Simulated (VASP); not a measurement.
Set up this calculation in VASP 6.6.1, as the native input.

* Task: single point
* Functional: PBEsol
* Potentials or basis: VASP PAW PBE potentials, release 64 (Sn_d)
* Cutoff: 520 eV
* k mesh: 20 × 20 × 20
* Occupations: gaussian, width 0.15 eV
* Spin: no spin polarisation
* Dipole correction: no
* Further INCAR settings: ALGO = Fast; EDIFF = 1e-07; NBANDS = 13

The structure of Sn lies in POSCAR:

```
Sn
1.0
   -1.2170815681      1.9579138269      1.9579138269
    1.9579138269     -1.2170815681      1.9579138269
    1.9579138269      1.9579138269     -1.2170815681
Sn
1
Direct
    0.0000000000      0.0000000000      0.0000000000
```

This cell differs from its parent crystal: ratio of the length along [111] to the lengths across it x 1.7, volume and fractional coordinates fixed.

One way to write it, as run:

INCAR

```
SYSTEM = Sn
  ALGO = Fast
  EDIFF = 1E-7
  ENCUT = 520
  GGA = PS
  ISIF = 2
  ISMEAR = 0
  LASPH = .True.
  LCHARG = .False.
  LREAL = .False.
  LWAVE = .False.
  NBANDS = 13
  NELM = 60
  PREC = Accurate
  SIGMA = 0.15
```

KPOINTS

```
k-points
0
Gamma
  20 20 20
  0 0 0
```

Potentials or basis: VASP PAW PBE potentials, release 64 (Sn_d).

Command:

```bash
$ cat potpaw_PBE.64/Sn_d/POTCAR > POTCAR
$ mpirun -np 1 vasp_std > vasp.out
```

It gave:

```
Pressure               : 1.0 GPa
Band gap on the k mesh : zero (bands 7 and 8 overlap by 6.80 eV)
```

Caveat: the PAW data sets were made with another functional, which shifts forces and pressure a little; spin-orbit coupling is left out, which moves the levels of the heavy elements.

Wall time 3.9 min on 1 thread of Intel Xeon 8259CL, on a shared host, peak memory 0.35 GiB.
